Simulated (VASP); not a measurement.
# Al8Cu4P in VASP: further runs, part 2 of 2

VASP 6.6.1. The steps go on from the part before.

## (3) Single point, PBEsol

File INCAR:

```
PREC = Accurate
ENCUT = 520
EDIFF = 1E-6
ISMEAR = -1
SIGMA = 0.15
LREAL = F
LASPH = T
NELM = 60
ALGO = Normal
ISIF = 2
LWAVE = F
LCHARG = T
GGA = PS
LELF = T
LVHAR = T
NBANDS = 48
```

File KPOINTS:

```
Automatic mesh
0
Gamma
  2 2 1
```

File POSCAR:

```
Al8Cu4P
1.0
    5.7426620000      0.0000000000      0.0000000000
   -2.8713310000      6.3843160000      0.0000000000
    0.0000000000      0.0000000000     16.4879550000
Al Cu P
8 4 1
Direct
    0.6270791638      0.7549125075      0.1321692108
    0.1299696256      0.8461830523      0.1547917859
    0.3560466868      0.2477790886      0.1141985164
    0.9170572634      0.2266021920      0.1085580352
    0.4286308686      0.0296664513      0.2970046922
    0.7697792829     -0.1875846998      0.3042402772
   -0.1071796019      0.3886712375      0.3023601168
    0.4731644831      0.4135446930      0.2634711218
    0.8009845626      0.5035934938      0.1492362152
    0.4999946018      0.0000000000      0.0606503354
    0.3085032694      0.6578935003      0.2635499672
    0.0529046421      0.1188694294      0.2326425563
    1.0965322448      0.7453735059      0.3783064668
```

Potentials or basis: VASP PAW PBE potentials, release 64 (Al, Cu, P).

Started as:

```console
cat potpaw_PBE.64/Al/POTCAR potpaw_PBE.64/Cu/POTCAR potpaw_PBE.64/P/POTCAR > POTCAR
mpirun -np 1 vasp_std > vasp.out
```

OUTCAR:

```text
PREC = Accurate
   ENCUT = 520
   EDIFF = 1E-6
   ISMEAR = -1
   LREAL = F
   LASPH = T
   NELM = 60
   ISIF = 2
   GGA = PS

 ion  position               nearest neighbor table
   1  0.627  0.755  0.132-   9 2.37  10 2.43   2 2.72  11 2.74   6 2.93   4 3.05   8 3.07   2 3.19
                             3 3.25
   2  0.130  0.846  0.155-   9 2.37  12 2.49  10 2.49   3 2.65  11 2.67   1 2.72   5 2.88   6 3.16
                             1 3.19
   3  0.356  0.248  0.114-  10 2.38   4 2.47   9 2.51  12 2.52   2 2.65   8 2.69   1 3.25   4 3.29

   4  0.917  0.227  0.109-   9 2.39  10 2.40  12 2.42   3 2.47   1 3.05   3 3.29
   5  0.429  0.030  0.297-  11 2.47  13 2.51   8 2.65  12 2.70   7 2.82   2 2.88   6 2.93
   6  0.770  0.812  0.304-  12 2.40  13 2.44  11 2.51   8 2.69   5 2.93   1 2.93   2 3.16   7 3.32

   7  0.893  0.389  0.302-  11 2.44   8 2.57  13 2.60  12 2.68   9 2.77   5 2.82   6 3.32   8 3.33

   8  0.473  0.414  0.263-  11 2.27  12 2.50   9 2.55   7 2.57   5 2.65   3 2.69   6 2.69   1 3.07
[... 401 lines left out ...]
     47       2.5565      0.00000
     48       2.8668      0.00000

------------------------ aborting loop because EDIFF is reached ----------------------------------------

  FORCE on cell =-STRESS in cart. coord.  units (eV):
  Direction    XX          YY          ZZ          XY          YZ          ZX
  --------------------------------------------------------------------------------------
  -------------------------------------------------------------------------------------
  Total       -2.8823772     -0.8099015     -2.3265835     -2.0322579     -0.7590233      0.6943321
  in kB       -7.6395359     -2.1465864     -6.1664443     -5.3863551     -2.0117372      1.8402778
  external PRESSURE =      -5.3175222 kB  Pullay stress =       0.0000000 kB

 VOLUME and BASIS-vectors are now :
 -----------------------------------------------------------------------------
  energy-cutoff  :      520.00
  volume of cell :      604.50
      direct lattice vectors                 reciprocal lattice vectors
     5.742662000  0.000000000  0.000000000     0.174135270  0.078316925  0.000000000
    -2.871331000  6.384316000  0.000000000     0.000000000  0.156633851  0.000000000
     0.000000000  0.000000000 16.487955000     0.000000000  0.000000000  0.060650335

 POSITION                                       TOTAL-FORCE (eV/Angst)
 -----------------------------------------------------------------------------------
      1.43350      4.81960      2.17920        -0.643329      0.074180      0.226650
     -1.68330      5.40230      2.55220         0.574438     -0.132394      0.042759
      1.33320      1.58190      1.88290         1.050420      0.634304     -0.170583
      4.61570      1.44670      1.78990        -0.990787     -0.175933     -0.206611
      2.37630      0.18940      4.89700        -0.179993     -0.122369      0.133650
      2.08787      5.18672      5.01630         0.495644      0.090291      0.028749
      4.01116      2.48140      4.98530         0.624629     -0.055504     -0.205372
      1.52980      2.64020      4.34410        -0.142371     -0.739601     -0.223584
      3.15380      3.21510      2.46060        -0.219767     -0.399929      0.306000
      2.87130      0.00000      1.00000         0.094222     -0.159014      0.190309
     -0.11740      4.20020      4.34540        -0.532445      0.895358     -0.098731
     -0.03750      0.75890      3.83580         0.041741      0.474667      0.567820
     -1.58586      4.75870      6.23750        -0.172402     -0.384055     -0.591056
 -----------------------------------------------------------------------------------
    total drift:                                0.000244      0.000539     -0.000001

  FREE ENERGIE OF THE ION-ELECTRON SYSTEM (eV)
  ---------------------------------------------------
  free  energy   TOTEN  =       -51.0516846923 eV

  energy  without entropy=      -50.7039362345  energy(sigma->0) =      -50.87781046
```

stdout:

```text
POSCAR found type information on POSCAR AlCuP
 POSCAR found :  3 types and      13 ions
 scaLAPACK will be used
 -----------------------------------------------------------------------------
|                                                                             |
|                                                                             |
|     You enforced a specific xc type in the INCAR file but a different       |
|     I HOPE YOU KNOW WHAT YOU ARE DOING!                                     |
|                                                                             |
 -----------------------------------------------------------------------------

 LDA part: xc-table for (Slater+PW92), standard interpolation
 POSCAR, INCAR and KPOINTS ok, starting setup
 FFT: planning ... GRIDC
 FFT: planning ... GRID_SOFT
 FFT: planning ... GRID
 WAVECAR not read
 entering main loop
```

It took 2.4 min on 1 thread of AMD EPYC 9R45 (Zen 5), shared host; peak memory 0.63 GiB.

What came out:

| Item | Value |
| --- | --- |
| Free energy | -51.0517 eV |
| Largest force | 1.239 eV/Å |
| Band gap on the k mesh | zero (an odd number of electrons rules out a gap without spin polarisation) |

Forces in eV/Å, atoms in the order of the input:
```
Al  -0.643  0.074  0.227
Al   0.574 -0.132  0.043
Al   1.050  0.634 -0.171
Al  -0.991 -0.176 -0.207
Al  -0.180 -0.122  0.134
Al   0.496  0.090  0.029
Al   0.625 -0.056 -0.205
Al  -0.142 -0.740 -0.224
Cu  -0.220 -0.400  0.306
Cu   0.094 -0.159  0.190
Cu  -0.532  0.895 -0.099
Cu   0.042  0.475  0.568
P   -0.172 -0.384 -0.591
```

Caveat: the k points lie up to 0.60 Å⁻¹ apart, too coarse for converged energies and pressures of a metal; there is no dipole correction, which matters where the two faces differ; the PAW data sets were made with another functional, which shifts forces and pressure a little.

## (4) Single point, PBEsol

File INCAR:

```
SYSTEM = Al8Cu4P
PREC     = Accurate       ! precision mode
ENCUT    = 520            ! plane-wave cutoff, eV
EDIFF    = 1E-7           ! SCF threshold, eV
ISMEAR   = -1             ! smearing method
SIGMA    = 0.15           ! smearing width, eV
LREAL    = .False.        ! projectors in reciprocal space
LASPH    = .True.         ! aspherical terms in the spheres
NELM     = 100            ! most SCF steps
ALGO     = Normal         ! electronic algorithm
ISIF     = 2              ! what is computed and relaxed
LWAVE    = .False.        ! write WAVECAR
LCHARG   = .False.        ! write CHGCAR
GGA      = PS             ! functional
NBANDS   = 48             ! bands
```

File KPOINTS:

```
Automatic mesh
0
Gamma
  2 2 1
  0 0 0
```

File POSCAR:

```
Al8Cu4P
1.0
    5.7426620000      0.0000000000      0.0000000000
   -2.8713310000      6.3843160000      0.0000000000
    0.0000000000      0.0000000000     16.4879550000
Al Cu P
8 4 1
Direct
    0.5406819502      0.6835344616      0.1050949011
    0.1239186046      0.8424395033      0.1452454231
    0.3570829959      0.2594639739      0.0955849285
    0.9197336561      0.2237357925      0.1005339959
    0.4228724560     -0.0022242007      0.2952458325
    0.7709588678     -0.2707259478      0.2887744417
   -0.1270970440      0.3167606365      0.3053683735
    0.4058347392      0.3713162068      0.2733025412
    0.7662791704      0.4795971879      0.1784332866
    0.4999946018      0.0000000000      0.0606503354
    0.2391447348      0.6377973772      0.2465375482
    0.0061964540      0.0750119512      0.2484904890
    1.0470192376      0.6438747706      0.3807021550
```

Potentials or basis: VASP PAW PBE potentials, release 64 (Al, Cu, P).

Started as:

```console
cat potpaw_PBE.64/Al/POTCAR potpaw_PBE.64/Cu/POTCAR potpaw_PBE.64/P/POTCAR > POTCAR
mpirun -np 1 vasp_std > vasp.out
```

OUTCAR:

```text
SYSTEM = Al8Cu4P
   PREC = Accurate
   ENCUT = 520
   EDIFF = 1E-7
   ISMEAR = -1
   LREAL = .False.
   LASPH = .True.
   NELM = 100
   ISIF = 2
   GGA = PS

 ion  position               nearest neighbor table
   1  0.541  0.684  0.105-  10 2.43   9 2.59   3 2.72  11 2.84   2 3.10   2 3.14   6 3.27
   2  0.124  0.842  0.145-  10 2.42  11 2.46   9 2.59  12 2.63   3 2.79   5 2.95   6 3.00   1 3.10
                             1 3.14
   3  0.357  0.259  0.096-  10 2.35   4 2.42   9 2.61   1 2.72   2 2.79   8 3.02   4 3.34
   4  0.920  0.224  0.101-  10 2.37   3 2.42   9 2.63  12 2.78   3 3.34
   5  0.423  0.998  0.295-  11 2.43   7 2.64   8 2.68  12 2.77  13 2.90   2 2.95   6 3.26
   6  0.771  0.729  0.289-  12 2.33  13 2.44   9 2.52   8 2.54  11 2.94   2 3.00   7 3.18   5 3.26
                             1 3.27
   7  0.873  0.317  0.305-  12 2.32  13 2.43  11 2.56   9 2.57   5 2.64   8 2.91   8 2.97   6 3.18

   8  0.406  0.371  0.273-  12 2.41   9 2.45  11 2.46   6 2.54   5 2.68   7 2.91   7 2.97   3 3.02

   9  0.766  0.480  0.178-   8 2.45   6 2.52   7 2.57   2 2.59   1 2.59   3 2.61   4 2.63  11 2.72

[... 403 lines left out ...]
------------------------ aborting loop because EDIFF is reached ----------------------------------------

  FORCE on cell =-STRESS in cart. coord.  units (eV):
  Direction    XX          YY          ZZ          XY          YZ          ZX
  --------------------------------------------------------------------------------------
  -------------------------------------------------------------------------------------
  Total       -8.9709337      0.6663395     -5.9980908     -1.5255881      1.0082864     -0.7286348
  in kB      -23.7768218      1.7660855    -15.8975131     -4.0434628      2.6723915     -1.9311948
  external PRESSURE =     -12.6360831 kB  Pullay stress =       0.0000000 kB

 VOLUME and BASIS-vectors are now :
 -----------------------------------------------------------------------------
  energy-cutoff  :      520.00
  volume of cell :      604.50
      direct lattice vectors                 reciprocal lattice vectors
     5.742662000  0.000000000  0.000000000     0.174135270  0.078316925  0.000000000
    -2.871331000  6.384316000  0.000000000     0.000000000  0.156633851  0.000000000
     0.000000000  0.000000000 16.487955000     0.000000000  0.000000000  0.060650335

 POSITION                                       TOTAL-FORCE (eV/Angst)
 -----------------------------------------------------------------------------------
      1.14230      4.36390      1.73280        -0.093521      0.130974      0.681937
     -1.70730      5.37840      2.39480        -0.354203      0.149949      0.259408
      1.30560      1.65650      1.57600         1.098735      0.104262      0.544206
      4.63930      1.42840      1.65760        -0.991069     -0.050230      0.766398
     -0.43653      6.37012      4.86800        -0.451126     -0.550040     -0.262614
      2.33337      4.65592      4.76130         0.599826      0.451764      0.302225
      4.10326      2.02230      5.03490        -0.115082      0.723132      0.375540
      1.26440      2.37060      4.50620        -0.477586     -1.074386     -0.325802
      3.02340      3.06190      2.94200         0.187979      0.034962     -0.869442
      2.87130      0.00000      1.00000         0.175515     -0.418619      0.025423
     -0.45800      4.07190      4.06490         0.057852      0.147512      0.020610
     -0.17980      0.47890      4.09710         0.447653      0.191272     -0.695879
     -1.57876      4.11070      6.27700        -0.084972      0.159447     -0.822010
 -----------------------------------------------------------------------------------
    total drift:                                0.001101     -0.000493     -0.000590

  FREE ENERGIE OF THE ION-ELECTRON SYSTEM (eV)
  ---------------------------------------------------
  free  energy   TOTEN  =       -50.8114883041 eV

  energy  without entropy=      -50.4613190288  energy(sigma->0) =      -50.63640367
```

stdout:

```text
POSCAR found type information on POSCAR AlCuP
 POSCAR found :  3 types and      13 ions
 scaLAPACK will be used
 -----------------------------------------------------------------------------
|                                                                             |
|                                                                             |
|     You enforced a specific xc type in the INCAR file but a different       |
|     I HOPE YOU KNOW WHAT YOU ARE DOING!                                     |
|                                                                             |
 -----------------------------------------------------------------------------

 LDA part: xc-table for (Slater+PW92), standard interpolation
 POSCAR, INCAR and KPOINTS ok, starting setup
 FFT: planning ... GRIDC
 FFT: planning ... GRID_SOFT
 FFT: planning ... GRID
 WAVECAR not read
 entering main loop
```

Run time: 2.6 min. Hardware: 1 thread of AMD EPYC 9R45 (Zen 5), shared host; peak memory 0.67 GiB.

Results:

```yaml
Free_energy: -50.8115 eV
Largest_force: 1.254 eV/Å
Band_gap_on_the_k_mesh: zero (an odd number of electrons rules out a gap without spin polarisation)
```

Forces in eV/Å, atoms in the order of the input:
```
Al  -0.094  0.131  0.682
Al  -0.354  0.150  0.259
Al   1.099  0.104  0.544
Al  -0.991 -0.050  0.766
Al  -0.451 -0.550 -0.263
Al   0.600  0.452  0.302
Al  -0.115  0.723  0.376
Al  -0.478 -1.074 -0.326
Cu   0.188  0.035 -0.869
Cu   0.176 -0.419  0.025
Cu   0.058  0.148  0.021
Cu   0.448  0.191 -0.696
P   -0.085  0.159 -0.822
```

Caveat: the k points lie up to 0.60 Å⁻¹ apart, too coarse for converged energies and pressures of a metal; there is no dipole correction, which matters where the two faces differ; the PAW data sets were made with another functional, which shifts forces and pressure a little.

## (5) Single point, PBEsol

File INCAR:

```
  ALGO = Normal
  EDIFF = 1E-6
  ENCUT = 520
  GGA = PS
  ISIF = 2
  ISMEAR = -1
  LASPH = True
  LCHARG = False
  LREAL = False
  LWAVE = False
  NBANDS = 48
  NELM = 100
  PREC = Accurate
  SIGMA = 0.15
```

File KPOINTS:

```
k-points
0
Gamma
  2 2 1
```

File POSCAR:

```
Al8Cu4P
1.0
    5.7426620000      0.0000000000      0.0000000000
   -2.8713310000      6.3843160000      0.0000000000
    0.0000000000      0.0000000000     16.4879550000
Al Cu P
8 4 1
Direct
    0.4873697456      0.6766895624      0.1298523680
    0.0449699489      0.8520254950      0.1286332962
    0.3734131604      0.2634268103      0.1070660370
    0.8834026688      0.2092001712      0.1389802435
    0.3400530151     -0.0679790913      0.2951548570
    0.7716580765     -0.3050600879      0.3033305222
   -0.2142184247      0.2600591825      0.3143203630
    0.3512059298      0.3308420197      0.2623127004
    0.7539068309      0.4672857672      0.1748973721
    0.4999946018      0.0000000000      0.0606503354
    0.1741913183      0.6008787786      0.2284212930
   -0.0387325737      0.0267373983      0.2394596540
    1.1028912214      0.6228231811      0.3766264525
```

Potentials or basis: VASP PAW PBE potentials, release 64 (Al, Cu, P).

Started as:

```console
cat potpaw_PBE.64/Al/POTCAR potpaw_PBE.64/Cu/POTCAR potpaw_PBE.64/P/POTCAR > POTCAR
mpirun -np 1 vasp_std > vasp.out
```

OUTCAR:

```text
EDIFF = 1E-6
   ENCUT = 520
   GGA = PS
   ISIF = 2
   ISMEAR = -1
   LASPH = True
   LREAL = False
   NELM = 100
   PREC = Accurate

 ion  position               nearest neighbor table
   1  0.487  0.677  0.130-  11 2.32  10 2.51   9 2.62   3 2.72   2 2.92   8 3.11   2 3.24   6 3.27

   2  0.045  0.852  0.129-  12 2.36   9 2.63  10 2.63  11 2.72   3 2.74   1 2.92   4 3.01   5 3.15
                             1 3.24   6 3.25
   3  0.373  0.263  0.107-   9 2.35  10 2.37   8 2.62   1 2.72   4 2.73   2 2.74   4 3.15
[... 425 lines left out ...]
 -----------------------------------------------------------------------------
  energy-cutoff  :      520.00
  volume of cell :      604.50
      direct lattice vectors                 reciprocal lattice vectors
     5.742662000  0.000000000  0.000000000     0.174135270  0.078316925  0.000000000
    -2.871331000  6.384316000  0.000000000     0.000000000  0.156633851  0.000000000
     0.000000000  0.000000000 16.487955000     0.000000000  0.000000000  0.060650335

 POSITION                                       TOTAL-FORCE (eV/Angst)
 -----------------------------------------------------------------------------------
      0.85580      4.32020      2.14100         0.532252      0.594900     -0.234024
     -2.18820      5.43960      2.12090         0.462577     -0.369309     -0.120391
      1.38800      1.68180      1.76530        -0.514275     -0.661791     -0.794083
      4.47240      1.33560      2.29150         0.174010      0.027172     -1.034703
     -0.72333      5.95032      4.86650        -0.213357      0.381606     -0.038225
      2.43597      4.43672      5.00130         0.569794     -0.300227      0.077736
      3.76576      1.66030      5.18250         0.660474      0.744796     -0.336517
      1.06690      2.11220      4.32500        -0.178438      0.096706      0.674222
      2.98770      2.98330      2.88370        -0.789838      0.947858     -0.012032
      2.87130      0.00000      1.00000        -0.048290     -0.459029      0.394950
     -0.72500      3.83620      3.76620        -0.376511     -0.486153      0.486012
      5.44346      0.17070      3.94820         0.224448      0.085400      1.546970
     -1.19746      3.97630      6.20980        -0.502846     -0.601930     -0.609916
 -----------------------------------------------------------------------------------
    total drift:                                0.000168     -0.001220     -0.001940

  FREE ENERGIE OF THE ION-ELECTRON SYSTEM (eV)
  ---------------------------------------------------
  free  energy   TOTEN  =       -50.8907245923 eV

  energy  without entropy=      -50.5595489242  energy(sigma->0) =      -50.72513676
```

Wall time 2.3 min (1 thread of AMD EPYC 9R45 (Zen 5), shared host); peak memory 0.67 GiB.

What came out:

```
Free energy            : -50.8907 eV
Largest force          : 1.565 eV/Å
Band gap on the k mesh : zero (an odd number of electrons rules out a gap without spin polarisation)
```

Forces in eV/Å, atoms in the order of the input:
```
Al   0.532  0.595 -0.234
Al   0.463 -0.369 -0.120
Al  -0.514 -0.662 -0.794
Al   0.174  0.027 -1.035
Al  -0.213  0.382 -0.038
Al   0.570 -0.300  0.078
Al   0.660  0.745 -0.337
Al  -0.178  0.097  0.674
Cu  -0.790  0.948 -0.012
Cu  -0.048 -0.459  0.395
Cu  -0.377 -0.486  0.486
Cu   0.224  0.085  1.547
P   -0.503 -0.602 -0.610
```

Caveat: the k points lie up to 0.60 Å⁻¹ apart, too coarse for converged energies and pressures of a metal; there is no dipole correction, which matters where the two faces differ; the PAW data sets were made with another functional, which shifts forces and pressure a little.

## (6) The runs side by side

```csv
cell,gap on the mesh (eV),largest force (eV/Å)
"as given, atomic positions A",none,0.09
"as given, atomic positions B",none,1.24
"as given, atomic positions C",none,1.25
"as given, atomic positions D",none,1.57
```

Alike in all rows: task single point; level PBEsol; potentials or basis VASP PAW PBE potentials, release 64 (Al, Cu, P); no spin polarisation; k mesh 2 × 2 × 1; cutoff (eV) 520; smearing fermi-dirac 0.15 eV.

Caveats: all runs use coarse meshes; there is no dipole correction, which matters where the two faces differ; the PAW data sets were made with another functional, which shifts forces and pressure a little.

Absolute energies hang on the potentials; compare differences alone.
